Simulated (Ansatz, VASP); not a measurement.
# Hf5C3: VASP beside Ansatz

```
CELL_PARAMETERS angstrom
3.08350 0.00000 0.00000
0.00000 3.08350 0.00000
0.00000 0.00000 14.40894
ATOMIC_POSITIONS crystal
Hf 0.00000 0.00000 0.81712
Hf 0.00000 0.00000 0.18288
Hf 0.00000 0.00000 0.40909
Hf 0.00000 0.00000 0.59091
Hf 0.50000 0.50000 0.00000
C 0.50000 0.50000 0.15451
C 0.50000 0.50000 0.50000
C 0.50000 0.50000 0.84549
```

Change from the starting cell: species swapped into the Zn5Pd3 type (P4/mmm, No. 123).

Alike in both runs: functional PBE; k mesh 10 × 10 × 4; occupations gaussian, width 0.1 eV; no spin polarisation.

Ansatz relaxed the structure, and its values are those at the end. VASP's run is a single point on that final structure, the one shown.

|  | VASP | Ansatz |
| --- | --- | --- |
| version | VASP 6.6.1 | Ansatz 0.2.0 |
| potentials or method | VASP PAW PBE potentials, release 64 (Hf_pv, C), cutoff 520 eV | scalar-relativistic, plane waves, PAW |
| valence electrons in the cell | 62 | 142 |

Ansatz gave:

* gap on the k mesh at the Fermi level (eV): none
* pressure (GPa): 0.0
* rms of the force components (eV/Å): 0.000

**Question.** Estimate VASP's values.

**Answer.** gap on the k mesh at the Fermi level (eV): none; pressure (GPa): -0.5; rms of the force components (eV/Å): 0.042.

A gap of «none» marks a metal or a gap that the smearing closes. VASP's potentials hold 62 valence electrons a cell and Ansatz's 142, so a difference there can come from the potentials and not from the codes.

Spin-orbit coupling is off throughout.
